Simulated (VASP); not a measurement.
# TaN (P6/mmm) in VASP: settings compared, part 2 of 2

VASP 6.6.1. The steps go on from the part before.

### Step 5. Relaxation of shape and atoms at fixed volume, PBEsol, collinear spin

This run uses another cell than the first one, of 11.28 Å³/atom.

INCAR reads:

```
SYSTEM = TaN
PREC = Accurate ; ENCUT = 600
EDIFF = 1E-6 ; ISMEAR = 0
SIGMA = 0.05 ; LREAL = .FALSE.
LASPH = .TRUE. ; NELM = 150
ALGO = Normal ; ISIF = 4
LWAVE = .FALSE. ; LCHARG = .FALSE.
ISPIN = 2 ; MAGMOM = 0.05 -0.05 -0.05 0 0 0
LORBIT = 11 ; LMAXMIX = 4
GGA = PS ; IBRION = 2
NSW = 60 ; EDIFFG = -0.02
```

KPOINTS reads:

```
regular mesh
0
G
  6 6 8
  0 0 0
```

POSCAR reads:

```
TaN
1.0
    5.1803463499      0.0000000000      0.0000000000
   -2.5901731750      4.4863115394      0.0000000000
    0.0000000000      0.0000000000      2.9132277698
Ta N
3 3
Direct
    0.0000000000      0.0000000000      0.0000000000
    0.3333333333      0.6666666667      0.5000000000
    0.6666666667      0.3333333333      0.5000000000
    0.5000000000      0.0000000000      0.0000000000
    0.5000000000      0.5000000000      0.0000000000
    0.0000000000      0.5000000000      0.0000000000
```

Potentials or basis: VASP PAW PBE potentials, release 64 (Ta_pv, N).

Command:

```bash
$ cat potpaw_PBE.64/Ta_pv/POTCAR potpaw_PBE.64/N/POTCAR > POTCAR
$ mpirun -np 1 vasp_std > vasp.out
```

OUTCAR:

```text
SYSTEM = TaN
   PREC = Accurate
   ENCUT = 600
   EDIFF = 1E-6
   ISMEAR = 0
   LREAL = .FALSE.
   LASPH = .TRUE.
   NELM = 150
   ISIF = 4
   ISPIN = 2
   LORBIT = 11
   GGA = PS
   IBRION = 2
   NSW = 60
   EDIFFG = -0.02

 ion  position               nearest neighbor table
   1  0.000  0.000  0.000-   5 2.59   5 2.59   4 2.59   4 2.59   6 2.59   6 2.59   3 3.33   3 3.33
                             2 3.33   2 3.33   2 3.33   3 3.33   2 3.33   3 3.33   2 3.33   3 3.33
   2  0.333  0.667  0.500-   6 2.09   6 2.09   4 2.09   4 2.09   5 2.09   5 2.09   3 2.99   3 2.99
                             3 2.99   1 3.33   1 3.33   1 3.33   1 3.33   1 3.33   1 3.33
   3  0.667  0.333  0.500-   6 2.09   6 2.09   4 2.09   4 2.09   5 2.09   5 2.09   2 2.99   2 2.99
                             2 2.99   1 3.33   1 3.33   1 3.33   1 3.33   1 3.33   1 3.33
   4  0.500  0.000  0.000-   2 2.09   3 2.09   2 2.09   3 2.09   1 2.59   1 2.59
   5  0.500  0.500  0.000-   2 2.09   3 2.09   2 2.09   3 2.09   1 2.59   1 2.59
   6  0.000  0.500  0.000-   2 2.09   3 2.09   2 2.09   3 2.09   1 2.59   1 2.59

  LATTYP: Found a hexagonal cell.
 ALAT       =     5.1803463499
 C/A-ratio  =     0.5623615822

  Lattice vectors:

 A1 = (   5.1803463499,   0.0000000000,   0.0000000000)
 A2 = (  -2.5901731750,   4.4863115394,   0.0000000000)
 A3 = (   0.0000000000,   0.0000000000,   2.9132277698)

Analysis of symmetry for initial positions (statically):
=====================================================================
 Subroutine PRICEL returns:
 Original cell was already a primitive cell.

 Routine SETGRP: Setting up the symmetry group for a
 hexagonal supercell.

 Subroutine GETGRP returns: Found 24 space group operations
 (whereof 24 operations were pure point group operations)
 out of a pool of 24 trial point group operations.

The static configuration has the point symmetry D_6h.

Analysis of symmetry for dynamics (positions and initial velocities):
=====================================================================
 Subroutine PRICEL returns:
 Original cell was already a primitive cell.

 Routine SETGRP: Setting up the symmetry group for a
 hexagonal supercell.

 Subroutine GETGRP returns: Found 24 space group operations
 (whereof 24 operations were pure point group operations)
 out of a pool of 24 trial point group operations.

The dynamic configuration has the point symmetry D_6h.

Analysis of structural, dynamic, and magnetic symmetry:
=====================================================================
 Subroutine PRICEL returns:
 Original cell was already a primitive cell.

 Routine SETGRP: Setting up the symmetry group for a
 hexagonal supercell.

 Subroutine GETGRP returns: Found 24 space group operations
 (whereof 24 operations were pure point group operations)
 out of a pool of 24 trial point group operations.

The overall configuration has the point symmetry D_6h.

 Subroutine INISYM returns: Found 24 space group operations
 (whereof 24 operations are pure point group operations),
 and found     1 'primitive' translations

----------------------------------------------------------------------------------------

                                     Primitive cell

  volume of cell :      67.7053

  direct lattice vectors                    reciprocal lattice vectors
[... 170 lines left out ...]
      0.00000      0.00000      0.00000        -0.000000      0.000000      0.000000
     -0.00000      2.99087      1.45661         0.000000      0.000000      0.000000
      2.59017      1.49544      1.45661        -0.000000      0.000000     -0.000000
      2.59017      0.00000      0.00000        -0.000000      0.000000      0.000000
      1.29509      2.24316      0.00000        -0.000000      0.000000      0.000000
     -1.29509      2.24316      0.00000        -0.000000      0.000000      0.000000
 -----------------------------------------------------------------------------------
    total drift:                                0.000000      0.000000     -0.000000

  FREE ENERGIE OF THE ION-ELECTRON SYSTEM (eV)
  ---------------------------------------------------
  free  energy   TOTEN  =       -68.7092380336 eV

  energy  without entropy=      -68.7070156292  energy(sigma->0) =      -68.70812683

--------------------------------------- Ionic step        2  -------------------------------------------

 number of electron      48.0000002 magnetization      -0.0000011

 number of electron      48.0000002 magnetization       0.0000004

 Free energy of the ion-electron system (eV)
  ---------------------------------------------------
  ext. energy  EPLUGINS =         0.00000000
  ---------------------------------------------------
  free energy    TOTEN  =       -68.70975817 eV

  energy without entropy =      -68.70702811  energy(sigma->0) =      -68.70839314

 E-fermi :   8.0750     XC(G=0): -13.2071

 val. band max:        8.0705700084   @ k =   0.1667   0.0000   0.3750
 cond. band min:       8.0790649982   @ k =   0.1667   0.0000   0.2500
 fundamental gap:      0.0084949898
 Fermi energy:         8.0749789244

 spin component 1

 k-point     1 :       0.0000    0.0000    0.0000
  band No.  band energies     occupation
      1     -28.0789      1.00000
      2     -28.0789      1.00000
      3     -27.6863      1.00000
      4     -27.6863      1.00000
      5     -27.4680      1.00000
      6     -27.3541      1.00000
[... 733 lines left out ...]
     27      10.2556      0.00000
     28      10.8607      0.00000

 [... further k-points ...]

 spin component 2

 k-point     1 :       0.0000    0.0000    0.0000
  band No.  band energies     occupation
      1     -28.0789      1.00000
      2     -28.0789      1.00000
      3     -27.6863      1.00000
      4     -27.6863      1.00000
      5     -27.4680      1.00000
      6     -27.3541      1.00000
[... 733 lines left out ...]
     27      10.2556      0.00000
     28      10.8629      0.00000

 [... further k-points ...]

------------------------ aborting loop because EDIFF is reached ----------------------------------------

  FORCE on cell =-STRESS in cart. coord.  units (eV):
  Direction    XX          YY          ZZ          XY          YZ          ZX
  --------------------------------------------------------------------------------------
  -------------------------------------------------------------------------------------
  Total        1.0387642      1.0387642      1.1285019     -0.0000000      0.0000000     -0.0000000
  in kB       24.5813032     24.5813032     26.7048537     -0.0000000      0.0000000     -0.0000000
  external PRESSURE =      25.2891534 kB  Pullay stress =       0.0000000 kB

 VOLUME and BASIS-vectors are now :
 -----------------------------------------------------------------------------
  energy-cutoff  :      600.00
  volume of cell :       67.71
      direct lattice vectors                 reciprocal lattice vectors
     5.187246029 -0.000000000  0.000000000     0.192780523  0.111301887  0.000000000
    -2.593623014  4.492286837 -0.000000000     0.000000000  0.222603773  0.000000000
    -0.000000000 -0.000000000  2.905483017    -0.000000000  0.000000000  0.344176853

 POSITION                                       TOTAL-FORCE (eV/Angst)
 -----------------------------------------------------------------------------------
      5.18725     -0.00000      0.00000        -0.000000      0.000000      0.000000
     -0.00000      2.99486      1.45274        -0.000000     -0.000000     -0.000000
      2.59362      1.49743      1.45274         0.000000      0.000000      0.000000
      2.59362     -0.00000      0.00000        -0.000000     -0.000000      0.000000
      1.29681      2.24614     -0.00000        -0.000000     -0.000000      0.000000
      3.89043      2.24614      0.00000        -0.000000      0.000000      0.000000
 -----------------------------------------------------------------------------------
    total drift:                                0.000000     -0.000000     -0.000000

  FREE ENERGIE OF THE ION-ELECTRON SYSTEM (eV)
  ---------------------------------------------------
  free  energy   TOTEN  =       -68.7097581712 eV

  energy  without entropy=      -68.7070281105  energy(sigma->0) =      -68.70839314

 reached required accuracy - stopping structural energy minimisation

 total charge

# of ion       s       p       d       tot
------------------------------------------
    1        0.269   6.115   2.255   8.639
    2        0.324   6.315   2.436   9.075
    3        0.324   6.315   2.436   9.075
    4        1.241   2.541   0.000   3.782
    5        1.241   2.541   0.000   3.782
    6        1.241   2.541   0.000   3.782
--------------------------------------------------
tot          4.641  26.369   7.127  38.136

 magnetization (x)

# of ion       s       p       d       tot
------------------------------------------
    1        0.000   0.000   0.000   0.000
    2       -0.000   0.000   0.000   0.000
    3       -0.000   0.000   0.000   0.000
    4       -0.000  -0.000   0.000  -0.000
    5       -0.000  -0.000   0.000  -0.000
    6       -0.000  -0.000   0.000  -0.000
--------------------------------------------------
tot         -0.000  -0.000   0.000  -0.000
```

Run time: 5.7 min. Hardware: 1 thread of Intel Xeon 8259CL, shared host; peak memory 0.31 GiB.

What came out:

- Free energy: -68.7098 eV
- Energy gained by relaxing: 0.1 meV/atom
- Ionic steps: 2
- Pressure after relaxing: 2.5 GPa
- Band gap on the k mesh: zero (filled and empty bands overlap)
- Net moment: 0.00 μB per cell
- Valence electrons inside the program's atomic spheres: Ta 8.64, 9.07 (each value once); N 3.78

The path:
| step | energy change (eV) | largest force (eV/Å) | pressure (GPa) | volume (Å³) |
| --- | --- | --- | --- | --- |
| 1 | 0.0000 | 0.0000 | 2.21 | 67.71 |
| 2 | -0.0005 | 0.0000 | 2.53 | 67.71 |

Final structure:
```
Ta N
1.0
     5.18725    0.00000    0.00000
    -2.59362    4.49229    0.00000
     0.00000    0.00000    2.90548
Ta N
3 3
Direct
  0.00000 0.00000 0.00000
  0.33333 0.66667 0.50000
  0.66667 0.33333 0.50000
  0.50000 0.00000 0.00000
  0.50000 0.50000 0.00000
  0.00000 0.50000 0.00000
```

Caveat: the PAW data sets were made with another functional, which shifts forces and pressure a little; spin-orbit coupling is left out, which moves the levels of the heavy elements.

### Step 6. The runs side by side

| task | level | cell | cutoff (eV) | gap on the mesh (eV) | pressure (GPa) | moment (μB) |
| --- | --- | --- | --- | --- | --- | --- |
| single point | PBEsol+D3(BJ) | a = 5.197, b = 5.197, c = 2.907 Å, angles 90.0, 90.0, 120.0°, 6 atoms | 520 | none | -5.0 | 0.00 |
| single point | PBEsol | a = 5.200, b = 5.200, c = 2.907 Å, angles 90.0, 90.0, 120.0°, 6 atoms | 520 | none | 0.9 | 0.00 |
| single point | PBEsol | a = 5.212, b = 5.212, c = 2.909 Å, angles 90.0, 90.0, 120.0°, 6 atoms | 520 | none | -0.7 | 0.00 |
| relaxation of shape and atoms at fixed volume | PBEsol | relaxed from a = 5.180, b = 5.180, c = 2.913 Å, angles 90.0, 90.0, 120.0°, 6 atoms | 600 | none | 2.5 | 0.00 |

Alike in all rows: potentials or basis VASP PAW PBE potentials, release 64 (Ta_pv, N); spin collinear; k mesh 6 × 6 × 8; smearing gaussian 0.05 eV.

Caveats: the PAW data sets were made with another functional, which shifts forces and pressure a little; spin-orbit coupling is left out, which moves the levels of the heavy elements; the cell stands under tension (at least some runs).

Total energies depend on the potentials used, so only differences within one code and one set of settings carry meaning.
